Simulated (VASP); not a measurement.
# Sn (Im-3m) in VASP: single point with r2SCAN

Aim: the single point of Sn with r2SCAN.

All numbers are computed with VASP 6.6.1; they aren't measurements. Logs are shortened: lines on timing, memory, paths and dates and some standing lists are left out, and cuts for length are marked.

## Step 1: The cell of the first run

It takes space group Im-3m (No. 229, cubic). The conventional cell has a = 3.789 Å, b = 3.789 Å, c = 3.789 Å, α = 90.00°, β = 90.00°, γ = 90.00°. Sn (site symmetry m-3m) has 14 Sn at 3.28 to 3.79 Å within 4.3 Å.

## Step 2: Single point, r2SCAN

Contents of POSCAR:

```
Sn
1.0
   -1.8946500000      1.8946500000      1.8946500000
    1.8946500000     -1.8946500000      1.8946500000
    1.8946500000      1.8946500000     -1.8946500000
Sn
1
Direct
    0.0000000000      0.0000000000      0.0000000000
```

Contents of INCAR.step1:

```
SYSTEM = Sn
PREC = Accurate
ENCUT = 520
ISMEAR = -1
SIGMA = 0.15
LREAL = .False.
LASPH = .True.
NELM = 60
NBANDS = 13
GGA = PE
ALGO = Normal
EDIFF = 1E-4
LWAVE = .True.
LCHARG = .False.
```

Contents of INCAR.step2:

```
SYSTEM = Sn
PREC = Accurate
ENCUT = 520
EDIFF = 1E-6
ISMEAR = -1
SIGMA = 0.15
LREAL = .False.
LASPH = .True.
NELM = 60
ALGO = Normal
ISIF = 2
LWAVE = .False.
LCHARG = .False.
METAGGA = R2SCAN
LMIXTAU = .True.
NBANDS = 13
ISTART = 1
```

Contents of KPOINTS:

```
regular mesh
0
Gamma
  10 10 10
  0 0 0
```

Potentials or basis: VASP PAW PBE potentials, release 64 (Sn_d).

Started as:

```
$ cat potpaw_PBE.64/Sn_d/POTCAR > POTCAR
$ cp INCAR.step1 INCAR
$ mpirun -np 1 vasp_std > vasp.out
$ cp INCAR.step2 INCAR
$ mpirun -np 1 vasp_std > vasp.out
```

OUTCAR:

```text
SYSTEM = Sn
   PREC = Accurate
   ENCUT = 520
   EDIFF = 1E-6
   ISMEAR = -1
   LREAL = .False.
   LASPH = .True.
   NELM = 60
   ISIF = 2
   METAGGA = R2SCAN
   ISTART = 1

 ion  position               nearest neighbor table
   1  0.000  0.000  0.000-

  LATTYP: Found a body centered cubic cell.
 ALAT       =     3.7893000000

  Lattice vectors:

 A1 = (  -1.8946500000,   1.8946500000,   1.8946500000)
 A2 = (   1.8946500000,  -1.8946500000,   1.8946500000)
 A3 = (   1.8946500000,   1.8946500000,  -1.8946500000)

Analysis of symmetry for initial positions (statically):
=====================================================================
 Subroutine PRICEL returns:
 Original cell was already a primitive cell.

 Routine SETGRP: Setting up the symmetry group for a
 body centered cubic supercell.

 Subroutine GETGRP returns: Found 48 space group operations
 (whereof 48 operations were pure point group operations)
 out of a pool of 48 trial point group operations.

The static configuration has the point symmetry O_h .

Analysis of symmetry for dynamics (positions and initial velocities):
=====================================================================
 Subroutine PRICEL returns:
 Original cell was already a primitive cell.

 Routine SETGRP: Setting up the symmetry group for a
 body centered cubic supercell.

 Subroutine GETGRP returns: Found 48 space group operations
 (whereof 48 operations were pure point group operations)
 out of a pool of 48 trial point group operations.

The dynamic configuration has the point symmetry O_h .

 Subroutine INISYM returns: Found 48 space group operations
 (whereof 48 operations are pure point group operations),
 and found     1 'primitive' translations

----------------------------------------------------------------------------------------

                                     Primitive cell

  volume of cell :      27.2049

  direct lattice vectors                    reciprocal lattice vectors
    -1.894650000  1.894650000  1.894650000     0.000000000  0.263900984  0.263900984
     1.894650000 -1.894650000  1.894650000     0.263900984  0.000000000  0.263900984
     1.894650000  1.894650000 -1.894650000     0.263900984  0.263900984  0.000000000

  length of vectors
     3.281630063  3.281630063  3.281630063     0.373212351  0.373212351  0.373212351

  position of ions in fractional coordinates (direct lattice)
     0.000000000  0.000000000  0.000000000

  ion indices of the primitive-cell ions
   primitive index   ion index
                 1           1

----------------------------------------------------------------------------------------

 KPOINTS: regular mesh

Automatic generation of k-mesh.
 Grid dimensions read from file:
 generate k-points for:   10   10   10

 Generating k-lattice:

  Cartesian coordinates                     Fractional coordinates (reciprocal lattice)
     0.000000000  0.026390098  0.026390098     0.100000000  0.000000000  0.000000000
     0.026390098  0.000000000  0.026390098     0.000000000  0.100000000  0.000000000
     0.026390098  0.026390098  0.000000000     0.000000000  0.000000000  0.100000000

  Length of vectors
     0.037321235  0.037321235  0.037321235

  Shift w.r.t. Gamma in fractional coordinates (k-lattice)
     0.000000000  0.000000000  0.000000000

 Subroutine IBZKPT returns following result:
 ===========================================

 Found     47 irreducible k-points:

 Following reciprocal coordinates:
            Coordinates               Weight
  0.000000  0.000000  0.000000      1.000000
  0.100000  0.000000  0.000000     12.000000
  0.200000  0.000000  0.000000     12.000000
  0.300000  0.000000  0.000000     12.000000
  0.400000  0.000000  0.000000     12.000000
  0.500000  0.000000  0.000000      6.000000
[... 16 lines left out ...]
  0.300000  0.300000  0.100000      8.000000
 -0.300000  0.300000  0.100000     24.000000
 [... further k-points ...]
   k-points           NKPTS =     47   k-points in BZ     NKDIM =     47   number of bands    NBANDS=     13
   number of dos      NEDOS =    301   number of ions     NIONS =      1
   total plane-waves  NPLWV =  13824
   dimension x,y,z NGX =    24 NGY =   24 NGZ =   24
   dimension x,y,z NGXF=    48 NGYF=   48 NGZF=   48
   ions per type =               1
   NGX,Y,Z   is equivalent  to a cutoff of  12.16, 12.16, 12.16 a.u.
   NGXF,Y,Z  is equivalent  to a cutoff of  24.32, 24.32, 24.32 a.u.
 SYSTEM =  Sn
   PREC   = accura    normal or accurate (medium, high low for compatibility)
   ISTART =      1    job   : 0-new  1-cont  2-samecut
   ICHARG =      0    charge: 1-file 2-atom 10-const
   ISPIN  =      1    spin polarized calculation?
   LNONCOLLINEAR =      F non collinear calculations
   LSORBIT =      F    spin-orbit coupling
   LASPH  =      T    aspherical Exc in radial PAW
   ENCUT  =  520.0 eV  38.22 Ry    6.18 a.u.   6.10  6.10  6.10*2*pi/ulx,y,z
   NELM   =     60;   NELMIN=  2; NELMDL=  0     # of ELM steps
   EDIFF  = 0.1E-05   stopping-criterion for ELM
   LREAL  =      F    real-space projection
   EDIFFG = 0.1E-04   stopping-criterion for IOM
   NSW    =      0    number of steps for IOM
   IBRION =     -1    ionic relax: 0-MD 1-quasi-New 2-CG
   NFREE  =      0    steps in history (QN), initial steepest desc. (CG)
   ISIF   =      2    stress and relaxation
   ISYM   =      2    0-nonsym 1-usesym 2-fastsym
   POTIM  = 0.5000    time-step for ionic-motion
   TEBEG  =    0.0;   TEEND  =   0.0 temperature during run
   PSTRESS=    0.0 pullay stress
   NELECT =      14.0000    total number of electrons
   NUPDOWN=      -1.0000    fix difference up-down
   EMIN   =  10.00;   EMAX   =-10.00  energy-range for DOS
   EFERMI =   0.00;   METHOD = LEGACY
   ISMEAR =    -1;   SIGMA  =   0.15  broadening in eV -4-tet -1-fermi 0-gaus
   EFERMI_NEDOS =   21; number of points for ismear=-14 and -15
   IALGO  =     38    algorithm
   IMIX   =      4    mixing-type and parameters
     AMIX     =   0.40;   BMIX     =  1.00
     AMIX_MAG =   1.60;   BMIX_MAG =  1.00
  volume/ion in A,a.u.               =      27.20       183.59
  Fermi-wavevector in a.u.,A,eV,Ry     =   1.311903  2.479138 23.416858  1.721090
  Thomas-Fermi vector in A             =   2.442333
   LORBIT       =      0    0 simple, 1 ext, 2 COOP (PROOUT), +10 PAW based schemes
   METAGGA = R2SCAN    functional components
   LHFCALC =     F    Hartree Fock is set to
   AEXX    =    0.0000 exact exchange contribution
   IVDW    =     0    specifies the selected vdW correction
   LEPSILON=     F    determine dielectric tensor
   LRPA    =     F    only Hartree local field effects (RPA)
 non-spin polarized calculation
  energy-cutoff  :      520.00
  volume of cell :       27.20
 maximum number of plane-waves:       751
   NGX = 13   NGY = 13   NGZ = 13

 number of electron      13.9999996 magnetization

 Free energy of the ion-electron system (eV)
  ---------------------------------------------------
  ext. energy  EPLUGINS =         0.00000000
  ---------------------------------------------------
  free energy    TOTEN  =       -24.51283993 eV

  energy without entropy =      -24.46548403  energy(sigma->0) =      -24.48916198

 E-fermi :   7.9992     XC(G=0): -11.2570

 val. band max:        7.9545399311   @ k =   0.2000   0.2000   0.0000
 cond. band min:       8.0275017962   @ k =   0.2000   0.2000   0.2000
 fundamental gap:      0.0729618651
 Fermi energy:         7.9992347536

 k-point     1 :       0.0000    0.0000    0.0000
  band No.  band energies     occupation
      1     -14.2486      2.00000
      2     -14.2485      2.00000
      3     -14.2485      2.00000
      4     -14.0963      2.00000
      5     -14.0963      2.00000
      6      -3.6230      2.00000
      7      16.4451      0.00000
      8      16.4451      0.00000
      9      16.4451      0.00000
     10      20.9325      0.00000
     11      20.9326      0.00000
     12      20.9326      0.00000
     13      21.2360      0.00000

 k-point     2 :       0.1000    0.0000    0.0000
  band No.  band energies     occupation
      1     -14.2533      2.00000
      2     -14.2417      2.00000
      3     -14.2261      2.00000
      4     -14.1016      2.00000
      5     -14.0972      2.00000
      6      -3.3924      2.00000
      7      14.6248      0.00000
      8      15.5793      0.00000
      9      16.1590      0.00000
     10      19.2345      0.00000
     11      19.4492      0.00000
     12      20.5820      0.00000
     13      22.1699      0.00000

 k-point     3 :       0.2000    0.0000    0.0000
  band No.  band energies     occupation
      1     -14.2658      2.00000
      2     -14.2274      2.00000
      3     -14.1666      2.00000
      4     -14.1127      2.00000
      5     -14.0992      2.00000
      6      -2.6989      2.00000
      7      11.3158      0.00000
      8      14.1062      0.00000
      9      15.4240      0.00000
     10      18.0289      0.00000
     11      18.2061      0.00000
     12      20.7546      0.00000
     13      22.7628      0.00000

 k-point     4 :       0.3000    0.0000    0.0000
  band No.  band energies     occupation
      1     -14.2813      2.00000
      2     -14.2207      2.00000
      3     -14.1170      2.00000
      4     -14.1016      2.00000
      5     -14.0920      2.00000
      6      -1.5458      2.00000
      7       8.0354      0.88000
      8      12.8505      0.00000
      9      14.6260      0.00000
     10      17.2138      0.00000
     11      17.3303      0.00000
     12      21.6769      0.00000
     13      23.5049      0.00000

 k-point     5 :       0.4000    0.0000    0.0000
  band No.  band energies     occupation
      1     -14.2937      2.00000
      2     -14.2263      2.00000
      3     -14.1106      2.00000
      4     -14.1035      2.00000
      5     -14.0307      2.00000
      6       0.0240      2.00000
      7       5.1364      2.00000
      8      12.0399      0.00000
      9      14.0661      0.00000
     10      16.7400      0.00000
     11      16.8106      0.00000
     12      23.0329      0.00000
     13      24.4131      0.00000
[... 257 lines left out ...]
 k-point    22 :      -0.2000    0.2000    0.1000
  band No.  band energies     occupation
      1     -14.2429      2.00000
      2     -14.2163      2.00000
      3     -14.1701      2.00000
      4     -14.1276      2.00000
      5     -14.0993      2.00000
      6      -2.4688      2.00000
      7      11.4424      0.00000
      8      13.2347      0.00000
      9      14.2006      0.00000
     10      17.4503      0.00000
     11      19.4069      0.00000
     12      20.0112      0.00000
     13      23.4084      0.00000

 k-point    23 :       0.3000    0.3000    0.1000
  band No.  band energies     occupation
      1     -14.2501      2.00000
      2     -14.1433      2.00000
      3     -14.1433      2.00000
      4     -14.0986      2.00000
      5     -14.0986      2.00000
      6       2.5035      2.00000
      7       5.6119      2.00000
      8       5.6120      2.00000
      9       9.7636      0.00002
     10      22.7949      0.00000
     11      23.7915      0.00000
     12      23.7916      0.00000
     13      27.6693      0.00000

 k-point    24 :      -0.3000    0.3000    0.1000
  band No.  band energies     occupation
      1     -14.2573      2.00000
      2     -14.2084      2.00000
      3     -14.1320      2.00000
      4     -14.1067      2.00000
      5     -14.0949      2.00000
      6      -1.3177      2.00000
      7       8.2263      0.36071
      8      12.0210      0.00000
      9      13.5646      0.00000
     10      17.6229      0.00000
     11      18.5121      0.00000
     12      19.7303      0.00000
     13      25.8677      0.00000

 [... further k-points ...]

------------------------ aborting loop because EDIFF is reached ----------------------------------------

  FORCE on cell =-STRESS in cart. coord.  units (eV):
  Direction    XX          YY          ZZ          XY          YZ          ZX
  --------------------------------------------------------------------------------------
  -------------------------------------------------------------------------------------
  Total       -0.0789817     -0.0789817     -0.0789817      0.0000000      0.0000000     -0.0000000
  in kB       -4.6514658     -4.6514658     -4.6514658      0.0000000      0.0000000     -0.0000000
  external PRESSURE =      -4.6514658 kB  Pullay stress =       0.0000000 kB

 VOLUME and BASIS-vectors are now :
 -----------------------------------------------------------------------------
  energy-cutoff  :      520.00
  volume of cell :       27.20
      direct lattice vectors                 reciprocal lattice vectors
    -1.894650000  1.894650000  1.894650000     0.000000000  0.263900984  0.263900984
     1.894650000 -1.894650000  1.894650000     0.263900984  0.000000000  0.263900984
     1.894650000  1.894650000 -1.894650000     0.263900984  0.263900984  0.000000000

 POSITION                                       TOTAL-FORCE (eV/Angst)
 -----------------------------------------------------------------------------------
      0.00000      0.00000      0.00000        -0.000000      0.000000     -0.000000
 -----------------------------------------------------------------------------------
    total drift:                                0.000000      0.000000      0.000000

  FREE ENERGIE OF THE ION-ELECTRON SYSTEM (eV)
  ---------------------------------------------------
  free  energy   TOTEN  =       -24.5128399262 eV

  energy  without entropy=      -24.4654840311  energy(sigma->0) =      -24.48916198
```

Wall time 50 s (1 thread of Intel Xeon 8259CL, shared host); peak memory 0.15 GiB.

What came out:

```
Free energy            : -24.5128 eV
Pressure               : -0.5 GPa
Band gap on the k mesh : zero (band 7 reaches 16.45 eV, above the bottom of band 8 at 5.61 eV)
```

Caveat: the PAW data sets were made with another functional, which shifts forces and pressure a little; spin-orbit coupling is left out, which moves the levels of the heavy elements.
